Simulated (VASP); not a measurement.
Set up this calculation in VASP 6.6.1, as the native input.

| Quantity | Value |
| --- | --- |
| Task | single point |
| Functional | LDA |
| Potentials or basis | VASP PAW LDA potentials, release 64 (C) |
| Cutoff | 520 eV |
| k mesh | 15 × 15 × 3 |
| Occupations | gaussian, width 0.03 eV |
| Spin | no spin polarisation |
| Dipole correction | no |
| Further INCAR settings | ALGO = Normal; EDIFF = 1e-06; NBANDS = 26 |

The structure of C lies in POSCAR:

```
C
1.0
   -1.2226660053     -2.1164534110      0.0000000000
    1.2226660053     -2.1164534110      0.0000000000
    0.0000000000     -0.4703229802     13.4515291704
C
8
Direct
    0.3194075448      0.3194075448      0.1250000000
    0.7916297670      0.7916297670      0.3750000000
    0.2638519893      0.2638519893      0.6250000000
    0.7360742115      0.7360742115      0.8750000000
    0.6528146774      0.6528146774      0.1250000000
    0.1250368996      0.1250368996      0.3750000000
    0.5972591219      0.5972591219      0.6250000000
    0.0694813441      0.0694813441      0.8750000000
```

This cell differs from its parent crystal: the part above a cut slid along it.

One way to write it, as run:

INCAR

```
ALGO = Normal
EDIFF = 1E-6
ENCUT = 520
ISIF = 2
ISMEAR = 0
LASPH = T
LCHARG = T
LELF = T
LREAL = F
LVHAR = T
LWAVE = F
NBANDS = 26
NELM = 100
PREC = Accurate
SIGMA = 0.03
```

KPOINTS

```
k-points
0
Gamma
  15 15 3
```

Potentials or basis: VASP PAW LDA potentials, release 64 (C).

Launch:

```console
$ cat potpaw_LDA.64/C/POTCAR > POTCAR
$ mpirun -np 1 vasp_std > vasp.out
```

It gave:

| Property | Result |
| --- | --- |
| Pressure | 0.9 GPa |
| Largest force | 0.015 eV/Å |

Caveat: the cell differs from its parent crystal (the part above a cut slid along it).

It took 2.1 min on 1 thread of Intel(R) Xeon(R) Platinum 8488C (Sapphire Rapids), with other jobs on the host, peak memory 0.31 GiB.
